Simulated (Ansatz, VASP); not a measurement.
## Two plane-wave programs on ZnSe

The input INCAR:

```
PREC     = Accurate       # precision mode
ENCUT    = 520            # plane-wave cutoff, eV
EDIFF    = 1E-6           # SCF threshold, eV
ISMEAR   = 0              # smearing method
SIGMA    = 0.05           # smearing width, eV
LREAL    = False          # projectors in reciprocal space
LASPH    = True           # aspherical terms in the spheres
NELM     = 80             # most SCF steps
ALGO     = Normal         # electronic algorithm
ISIF     = 2              # what is computed and relaxed
LWAVE    = False          # write WAVECAR
LCHARG   = True           # write CHGCAR
LELF     = True           # ELF
LVHAR    = True         
NBANDS   = 26             # bands
```

File KPOINTS:

```
regular mesh
0
Gamma
  8 8 6
```

Contents of POSCAR:

```
ZnSe
1.0
    3.7875101274      0.0000000000      0.0000000000
    0.0000000000      3.7875101274      0.0000000000
    0.0000000000      0.0000000000      4.9987337378
Zn Se
2 2
Direct
    0.0000000000      0.0000000000      0.0000000000
    0.5000000000      0.5000000000      0.0000000000
    0.0000000000      0.5000000000      0.2231634165
    0.5000000000      0.0000000000      0.7768365835
```

Input for Ansatz:

```yaml
crystal:
  lattice:
    - [3.7875101274, 0.0, 0.0]
    - [0.0, 3.7875101274, 0.0]
    - [0.0, 0.0, 4.9987337378]
  atoms:
    - { symbol: Zn, position: [0.0, 0.0, 0.0] }
    - { symbol: Zn, position: [0.5, 0.5, 0.0] }
    - { symbol: Se, position: [0.0, 0.5, 0.2231634165] }
    - { symbol: Se, position: [0.5, 0.0, 0.7768365835] }
basis:
  ecutwfc: 520.0
kpoints:
  mp_grid: { grid: [8, 8, 6] }
hamiltonian:
  xc: lda
scf:
  occupations: { method: gaussian, width: 0.05 }
output:
  forces: true
  stress: true
  eigenvalues: true
```

Alike in both runs: task single point; functional LDA; k mesh 8 × 8 × 6; occupations gaussian, width 0.05 eV; no spin polarisation.

|  | VASP | Ansatz |
| --- | --- | --- |
| version | VASP 6.6.1 | Ansatz 0.2.0 |
| potentials or method | VASP PAW LDA potentials, release 64 (Zn, Se), cutoff 520 eV | scalar-relativistic, plane waves, PAW |
| valence electrons in the cell | 36 | 56 |

Ansatz gave:

| Property | Result |
| --- | --- |
| gap on the k mesh at the Fermi level (eV) | 0.85 |
| least direct gap on the mesh (eV) | 0.85 |
| rms of the force components (eV/Å) | 2.735 |

Q: What did VASP give for the same quantities?

A: gap on the k mesh at the Fermi level (eV): 0.86; least direct gap on the mesh (eV): 0.86; rms of the force components (eV/Å): 2.808.

LDA's correlation is that of Perdew and Zunger in VASP and of Perdew and Wang (1992) in Ansatz. Atom by atom the forces differ by 0.074 eV/Å (rms over components). VASP's potentials hold 36 valence electrons a cell and Ansatz's 56, so a difference there can come from the potentials and not from the codes.
